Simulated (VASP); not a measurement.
Input of a VASP 6.6.1 run:

File INCAR:

```
PREC     = Accurate       # precision mode
ENCUT    = 500            # plane-wave cutoff, eV
EDIFF    = 1E-6           # SCF threshold, eV
ISMEAR   = 0              # smearing method
SIGMA    = 0.2            # smearing width, eV
LREAL    = False          # projectors in reciprocal space
LASPH    = True           # aspherical terms in the spheres
NELM     = 120            # most SCF steps
ALGO     = Normal         # electronic algorithm
ISIF     = 2              # what is computed and relaxed
LWAVE    = False          # write WAVECAR
LCHARG   = False          # write CHGCAR
GGA      = PE             # functional
NBANDS   = 46             # bands
GGA_COMPAT= False
```

KPOINTS

```
regular mesh
0
Gamma
  4 4 3
```

POSCAR

```
Hf2ZrGe3
1.0
    4.2588166908      0.0000000000      0.0000000000
    0.0000000000      4.2588166908      0.0000000000
    0.0000000000      0.0000000000      7.5397646731
Zr Hf Ge
1 2 3
Direct
    0.0000000000      0.0000000000      0.3037247118
    0.5000000000      0.0000000000      0.6175336148
    0.0000000000      0.5000000000      0.6175336148
    0.5000000000      0.0000000000      1.0618764047
    0.0000000000      0.5000000000      1.0618764047
    0.0000000000      0.0000000000      0.8544672793
```

Potentials or basis: VASP PAW PBE potentials, release 64 (Zr_sv, Hf_pv, Ge_d).

Run with:

```sh
$ cat potpaw_PBE.64/Zr_sv/POTCAR potpaw_PBE.64/Hf_pv/POTCAR potpaw_PBE.64/Ge_d/POTCAR > POTCAR
$ mpirun -np 1 vasp_std > vasp.out
```

Estimate the largest force.

0.048 eV/Å.

Estimate the band gap on the k mesh.

zero (bands 37 and 38 overlap by 0.64 eV).

Predict the pressure.

0.0 GPa.

Forces in eV/Å, atoms in the order of the input:
```
Zr   0.000  0.000  0.007
Hf   0.000  0.000  0.009
Hf   0.000  0.000  0.009
Ge   0.000  0.000  0.012
Ge   0.000  0.000  0.012
Ge   0.000  0.000 -0.048
```

Caveat: the k points lie up to 0.37 Å⁻¹ apart, too coarse for converged energies and pressures of a metal; spin-orbit coupling is left out, which moves the levels of the heavy elements.
